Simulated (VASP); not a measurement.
# Ni (Fm-3m) in VASP: single point with PBEsol

Aim: the single point of Ni with PBEsol.

Program: VASP 6.6.1. These are calculated values, not measurements. Logs are shortened: lines on timing, memory, paths and dates and some standing lists are left out, and cuts for length are marked.

## (1) The cell of the first run

Symmetry: Fm-3m, No. 225, cubic system. The conventional cell has a = 3.466 Å, b = 3.466 Å, c = 3.466 Å, α = 90.00°, β = 90.00°, γ = 90.00°. Ni (site symmetry m-3m) has 12 Ni at 2.45 Å within 3.2 Å.

## (2) Single point, PBEsol

File INCAR:

```
SYSTEM = Ni
PREC = Accurate
ENCUT = 520
EDIFF = 1E-6
ISMEAR = -1
SIGMA = 0.13605693000000002
LREAL = .FALSE.
LASPH = .TRUE.
NELM = 80
ALGO = Normal
ISIF = 2
LWAVE = .FALSE.
LCHARG = .FALSE.
GGA = PS
NBANDS = 11
```

File KPOINTS:

```
Automatic mesh
0
G
  16 16 16
  0 0 0
```

File POSCAR:

```
Ni
1.0
    0.0000000000      1.7328668205      1.7328668205
    1.7328668205      0.0000000000      1.7328668205
    1.7328668205      1.7328668205      0.0000000000
Ni
1
Direct
    0.0000000000      0.0000000000      0.0000000000
```

Potentials or basis: VASP PAW PBE potentials, release 64 (Ni).

Started as:

```console
cat potpaw_PBE.64/Ni/POTCAR > POTCAR
mpirun -np 1 vasp_std > vasp.out
```

OUTCAR:

```text
SYSTEM = Ni
   PREC = Accurate
   ENCUT = 520
   EDIFF = 1E-6
   ISMEAR = -1
   LREAL = .FALSE.
   LASPH = .TRUE.
   NELM = 80
   ISIF = 2
   GGA = PS

 ion  position               nearest neighbor table
   1  0.000  0.000  0.000-

  LATTYP: Found a face centered cubic cell.
 ALAT       =     3.4657336410

  Lattice vectors:

 A1 = (   0.0000000000,   1.7328668205,   1.7328668205)
 A2 = (   1.7328668205,   0.0000000000,   1.7328668205)
 A3 = (   1.7328668205,   1.7328668205,   0.0000000000)

Analysis of symmetry for initial positions (statically):
=====================================================================
 Subroutine PRICEL returns:
 Original cell was already a primitive cell.

 Routine SETGRP: Setting up the symmetry group for a
 face centered cubic supercell.

 Subroutine GETGRP returns: Found 48 space group operations
 (whereof 48 operations were pure point group operations)
 out of a pool of 48 trial point group operations.

The static configuration has the point symmetry O_h .

Analysis of symmetry for dynamics (positions and initial velocities):
=====================================================================
 Subroutine PRICEL returns:
 Original cell was already a primitive cell.

 Routine SETGRP: Setting up the symmetry group for a
 face centered cubic supercell.

 Subroutine GETGRP returns: Found 48 space group operations
 (whereof 48 operations were pure point group operations)
 out of a pool of 48 trial point group operations.

The dynamic configuration has the point symmetry O_h .

 Subroutine INISYM returns: Found 48 space group operations
 (whereof 48 operations are pure point group operations),
 and found     1 'primitive' translations

----------------------------------------------------------------------------------------

                                     Primitive cell

  volume of cell :      10.4070

  direct lattice vectors                    reciprocal lattice vectors
     0.000000000  1.732866820  1.732866820    -0.288539196  0.288539196  0.288539196
     1.732866820  0.000000000  1.732866820     0.288539196 -0.288539196  0.288539196
     1.732866820  1.732866820  0.000000000     0.288539196  0.288539196 -0.288539196

  length of vectors
     2.450643759  2.450643759  2.450643759     0.499764548  0.499764548  0.499764548

  position of ions in fractional coordinates (direct lattice)
     0.000000000  0.000000000  0.000000000

  ion indices of the primitive-cell ions
   primitive index   ion index
                 1           1

----------------------------------------------------------------------------------------

 KPOINTS: Automatic mesh

Automatic generation of k-mesh.
 Grid dimensions read from file:
 generate k-points for:   16   16   16

 Generating k-lattice:

  Cartesian coordinates                     Fractional coordinates (reciprocal lattice)
    -0.018033700  0.018033700  0.018033700     0.062500000  0.000000000  0.000000000
     0.018033700 -0.018033700  0.018033700     0.000000000  0.062500000  0.000000000
     0.018033700  0.018033700 -0.018033700     0.000000000  0.000000000  0.062500000

  Length of vectors
     0.031235284  0.031235284  0.031235284

  Shift w.r.t. Gamma in fractional coordinates (k-lattice)
     0.000000000  0.000000000  0.000000000

 Subroutine IBZKPT returns following result:
 ===========================================

 Found    145 irreducible k-points:

 Following reciprocal coordinates:
            Coordinates               Weight
  0.000000  0.000000  0.000000      1.000000
  0.062500  0.000000  0.000000      8.000000
  0.125000  0.000000  0.000000      8.000000
  0.187500  0.000000  0.000000      8.000000
  0.250000  0.000000  0.000000      8.000000
  0.312500  0.000000  0.000000      8.000000
[... 16 lines left out ...]
 -0.125000  0.062500  0.000000     24.000000
 -0.062500  0.062500  0.000000     12.000000
 [... further k-points ...]
   k-points           NKPTS =    145   k-points in BZ     NKDIM =    145   number of bands    NBANDS=     11
   number of dos      NEDOS =    301   number of ions     NIONS =      1
   total plane-waves  NPLWV =   5832
   dimension x,y,z NGX =    18 NGY =   18 NGZ =   18
   dimension x,y,z NGXF=    36 NGYF=   36 NGZF=   36
   ions per type =               1
   NGX,Y,Z   is equivalent  to a cutoff of  12.21, 12.21, 12.21 a.u.
   NGXF,Y,Z  is equivalent  to a cutoff of  24.42, 24.42, 24.42 a.u.
 SYSTEM =  Ni
   PREC   = accura    normal or accurate (medium, high low for compatibility)
   ISTART =      0    job   : 0-new  1-cont  2-samecut
   ICHARG =      2    charge: 1-file 2-atom 10-const
   ISPIN  =      1    spin polarized calculation?
   LNONCOLLINEAR =      F non collinear calculations
   LSORBIT =      F    spin-orbit coupling
   LASPH  =      T    aspherical Exc in radial PAW
   ENCUT  =  520.0 eV  38.22 Ry    6.18 a.u.   4.56  4.56  4.56*2*pi/ulx,y,z
   NELM   =     80;   NELMIN=  2; NELMDL= -5     # of ELM steps
   EDIFF  = 0.1E-05   stopping-criterion for ELM
   LREAL  =      F    real-space projection
   EDIFFG = 0.1E-04   stopping-criterion for IOM
   NSW    =      0    number of steps for IOM
   IBRION =     -1    ionic relax: 0-MD 1-quasi-New 2-CG
   NFREE  =      0    steps in history (QN), initial steepest desc. (CG)
   ISIF   =      2    stress and relaxation
   ISYM   =      2    0-nonsym 1-usesym 2-fastsym
   POTIM  = 0.5000    time-step for ionic-motion
   TEBEG  =    0.0;   TEEND  =   0.0 temperature during run
   PSTRESS=    0.0 pullay stress
   NELECT =      10.0000    total number of electrons
   NUPDOWN=      -1.0000    fix difference up-down
   EMIN   =  10.00;   EMAX   =-10.00  energy-range for DOS
   EFERMI =   0.00;   METHOD = LEGACY
   ISMEAR =    -1;   SIGMA  =   0.14  broadening in eV -4-tet -1-fermi 0-gaus
   EFERMI_NEDOS =   21; number of points for ismear=-14 and -15
   IALGO  =     38    algorithm
   IMIX   =      4    mixing-type and parameters
     AMIX     =   0.40;   BMIX     =  1.00
     AMIX_MAG =   1.60;   BMIX_MAG =  1.00
  volume/ion in A,a.u.               =      10.41        70.23
  Fermi-wavevector in a.u.,A,eV,Ry     =   1.615473  3.052801 35.507836  2.609752
  Thomas-Fermi vector in A             =   2.710215
   LORBIT       =      0    0 simple, 1 ext, 2 COOP (PROOUT), +10 PAW based schemes
   GGA     = PS    functional components
   LHFCALC =     F    Hartree Fock is set to
   AEXX    =    0.0000 exact exchange contribution
   IVDW    =     0    specifies the selected vdW correction
   LEPSILON=     F    determine dielectric tensor
   LRPA    =     F    only Hartree local field effects (RPA)
 non-spin polarized calculation
  energy-cutoff  :      520.00
  volume of cell :       10.41
 maximum number of plane-waves:       293
   NGX =  9   NGY =  9   NGZ =  9

 number of electron      10.0000000 magnetization

 number of electron       9.9999994 magnetization

 Free energy of the ion-electron system (eV)
  ---------------------------------------------------
  ext. energy  EPLUGINS =         0.00000000
  ---------------------------------------------------
  free energy    TOTEN  =        -6.16716911 eV

  energy without entropy =       -6.02846845  energy(sigma->0) =       -6.09781878

 E-fermi :   9.6943     XC(G=0): -13.7010

 val. band max:        9.6846262105   @ k =  -0.4375   0.3750   0.0000
 cond. band min:       9.6945545480   @ k =   0.5000   0.2500   0.0000
 fundamental gap:      0.0099283375
 Fermi energy:         9.6943112118

 k-point     1 :       0.0000    0.0000    0.0000
  band No.  band energies     occupation
      1       0.4505      2.00000
      2       7.6642      2.00000
      3       7.6642      2.00000
      4       7.6642      2.00000
      5       8.8523      1.99590
      6       8.8523      1.99590
      7      33.8503      0.00000
      8      38.0904      0.00000
      9      38.0904      0.00000
     10      38.0904      0.00000
     11      41.2301      0.00000

 k-point     2 :       0.0625    0.0000    0.0000
  band No.  band energies     occupation
      1       0.6087      2.00000
      2       7.6188      2.00000
      3       7.7014      2.00000
      4       7.7014      2.00000
      5       8.8360      1.99637
      6       8.8360      1.99637
      7      33.4033      0.00000
      8      36.2449      0.00000
      9      37.7551      0.00000
     10      37.7551      0.00000
     11      41.7329      0.00000

 k-point     3 :       0.1250    0.0000    0.0000
  band No.  band energies     occupation
      1       1.0743      2.00000
      2       7.4985      2.00000
      3       7.7937      2.00000
      4       7.7937      2.00000
      5       8.8061      1.99708
      6       8.8061      1.99708
      7      31.1576      0.00000
      8      35.0126      0.00000
      9      37.1179      0.00000
     10      37.1179      0.00000
     11      42.2396      0.00000

 k-point     4 :       0.1875    0.0000    0.0000
  band No.  band energies     occupation
      1       1.8165      2.00000
      2       7.3503      2.00000
      3       7.8791      2.00000
      4       7.8791      2.00000
      5       8.8222      1.99671
      6       8.8222      1.99671
      7      27.9627      0.00000
      8      34.5485      0.00000
      9      36.5120      0.00000
     10      36.5120      0.00000
     11      42.2685      0.00000
[... 239 lines left out ...]
 k-point    22 :      -0.1875    0.0625    0.0000
  band No.  band energies     occupation
      1       2.2436      2.00000
      2       7.2511      2.00000
      3       7.8955      2.00000
      4       7.9506      1.99999
      5       8.6790      1.99885
      6       9.0332      1.98461
      7      26.9841      0.00000
      8      32.3163      0.00000
      9      36.3293      0.00000
     10      38.5331      0.00000
     11      40.4632      0.00000

 k-point    23 :      -0.1250    0.0625    0.0000
  band No.  band energies     occupation
      1       1.4280      2.00000
      2       7.3960      2.00000
      3       7.8622      2.00000
      4       7.8655      2.00000
      5       8.6786      1.99886
      6       8.9129      1.99361
      7      30.2036      0.00000
      8      32.9834      0.00000
      9      36.6981      0.00000
     10      38.8136      0.00000
     11      40.6652      0.00000

 k-point    24 :      -0.0625    0.0625    0.0000
  band No.  band energies     occupation
      1       0.8693      2.00000
      2       7.5371      2.00000
      3       7.7554      2.00000
      4       7.7731      2.00000
      5       8.7588      1.99794
      6       8.8688      1.99538
      7      32.6335      0.00000
      8      34.4673      0.00000
      9      36.7630      0.00000
     10      38.6818      0.00000
     11      41.3563      0.00000

 [... further k-points ...]

------------------------ aborting loop because EDIFF is reached ----------------------------------------

  FORCE on cell =-STRESS in cart. coord.  units (eV):
  Direction    XX          YY          ZZ          XY          YZ          ZX
  --------------------------------------------------------------------------------------
  -------------------------------------------------------------------------------------
  Total       -0.0451550     -0.0451550     -0.0451550      0.0000000     -0.0000000     -0.0000000
  in kB       -6.9516949     -6.9516949     -6.9516949      0.0000000     -0.0000000     -0.0000000
  external PRESSURE =      -6.9516949 kB  Pullay stress =       0.0000000 kB

 VOLUME and BASIS-vectors are now :
 -----------------------------------------------------------------------------
  energy-cutoff  :      520.00
  volume of cell :       10.41
      direct lattice vectors                 reciprocal lattice vectors
     0.000000000  1.732866820  1.732866820    -0.288539196  0.288539196  0.288539196
     1.732866820  0.000000000  1.732866820     0.288539196 -0.288539196  0.288539196
     1.732866820  1.732866820  0.000000000     0.288539196  0.288539196 -0.288539196

 POSITION                                       TOTAL-FORCE (eV/Angst)
 -----------------------------------------------------------------------------------
      0.00000      0.00000      0.00000         0.000000      0.000000      0.000000
 -----------------------------------------------------------------------------------
    total drift:                                0.000000     -0.000000     -0.000000

  FREE ENERGIE OF THE ION-ELECTRON SYSTEM (eV)
  ---------------------------------------------------
  free  energy   TOTEN  =        -6.1671691130 eV

  energy  without entropy=       -6.0284684501  energy(sigma->0) =       -6.09781878
```

Run time: 8.6 s. Hardware: 1 thread of Intel Xeon 6975P-C (Granite Rapids), shared host; peak memory 0.12 GiB.

Results:

```
Free energy            : -6.1672 eV
Pressure               : -0.7 GPa
Band gap on the k mesh : zero (band 5 reaches 9.83 eV, above the bottom of band 6 at 8.81 eV)
```

Caveat: the PAW data sets were made with another functional, which shifts forces and pressure a little; the run has no spin polarisation, though such a crystal can be magnetic.
